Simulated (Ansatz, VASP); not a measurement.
Given: the input of a run of VASP 6.6.1 on Hf.

Contents of INCAR:

```
ALGO = Normal
EDIFF = 1E-7
ENCUT = 520
GGA = RP
ISIF = 2
ISMEAR = 0
LASPH = T
LCHARG = F
LREAL = F
LWAVE = F
NBANDS = 17
NELM = 60
PREC = Accurate
SIGMA = 0.02
```

Contents of KPOINTS:

```
k-points
0
Gamma
  10 10 5
```

File POSCAR:

```
Hf
1.0
    3.1967000000      0.0000000000      0.0000000000
   -1.5983500000      2.7684234083      0.0000000000
    0.0000000000      0.0000000000      5.0578000000
Hf
2
Direct
    0.6666666667      0.3333333333      0.7500000000
    0.3333333333      0.6666666667      0.2500000000
```

Potentials or basis: VASP PAW PBE potentials, release 64 (Hf_pv).

The run is started by

```console
$ cat potpaw_PBE.64/Hf_pv/POTCAR > POTCAR
$ mpirun -np 1 vasp_std > vasp.out
```

Question: Set up the same calculation for Ansatz 0.2.0. Potentials there: all-electron LAPW, scalar-relativistic.

Answer: As run (the cutoff follows the program's own potentials):

input.yaml

```yaml
crystal:
  lattice:
    - [3.1967, 0.0, 0.0]
    - [-1.59835, 2.7684234083, 0.0]
    - [0.0, 0.0, 5.0578]
  atoms:
    - { symbol: Hf, position: [0.6666666667, 0.3333333333, 0.75] }
    - { symbol: Hf, position: [0.3333333333, 0.6666666667, 0.25] }
kpoints:
  mp_grid: { grid: [10, 10, 5] }
scf:
  occupations: { method: gaussian, width: 0.02 }
hamiltonian:
  xc: rpbe
  pseudopotentials: { kind: all_electron, lapw: { basis_error: 0.001 } }
output:
  forces: true
  stress: true
  eigenvalues: true
```

Potentials or basis: all-electron LAPW, scalar-relativistic.

The run is started by

```console
$ ansatz run input.yaml --threads 1 --pin off --max-ram 3072MiB --backend cpu --events-out ev --progress --plain --runs-dir out
```

Both were run:

|  | VASP | Ansatz | Ansatz less VASP |
| --- | --- | --- | --- |
| gap on the k mesh at the Fermi level (eV) | none | none | - |
| pressure (GPa) | 3.0 | 3.5 | +0.49 |
| traceless stress, the component that is largest in VASP (GPa) | -0.23 | -0.17 | +0.059 |

VASP's potentials were made for PBE, not for RPBE. A gap of «none» marks a metal or a gap that the smearing closes. Ansatz ran all-electron here, and VASP with PAW potentials.

Spin-orbit coupling is off throughout.
